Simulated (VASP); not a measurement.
Crystal: Cs.

```xyz
2
Lattice="0.0000 5.2550 5.2550 5.2550 0.0000 5.2550 5.2550 5.2550 0.0000" Properties=species:S:1:pos:R:3 pbc="T T T"
Cs   10.5100   10.5100   10.5100
Cs    2.6275    2.6275    2.6275
```

This isn't the form of Cs at room conditions, which is bcc.

| Quantity | Value |
| --- | --- |
| Program | VASP 6.6.1 |
| Task | relaxation of cell and atoms |
| Functional | PBEsol |
| Potentials or basis | VASP PAW PBE potentials, release 64 (Cs_sv) |
| Cutoff | 500 eV |
| k mesh | 4 × 4 × 4 |
| Occupations | fermi-dirac, width 0.1 eV |
| Spin | no spin polarisation |

At the start: pressure 0.1 GPa; volume 145.12 Å³/atom.

Question: How do energy, volume and symmetry change on relaxing?

Answer: Over 4 steps the energy falls by 8.0 meV/atom and the volume is 169.39 Å³/atom (+16.7 %); space group Fd-3m (No. 227, to 0.1 Å) before and after.

Step by step:
```tsv
step	energy change (eV)	largest force (eV/Å)	pressure (GPa)	volume (Å³)
1	0.0000	0.0000	0.12	290.23
2	-0.0032	0.0000	0.10	294.87
3	-0.0107	0.0000	0.06	309.05
4	-0.0160	0.0000	0.00	338.78
```

Final structure:
```
CELL_PARAMETERS angstrom
0.00000 5.53305 5.53305
5.53305 0.00000 5.53305
5.53305 5.53305 0.00000
ATOMIC_POSITIONS crystal
Cs 0.00000 0.00000 0.00000
Cs 0.25000 0.25000 0.25000
```

Caveat: the volume moved by over 15 % at a fixed basis, so the end points are rough; the PAW data sets were made with another functional, which shifts forces and pressure a little.
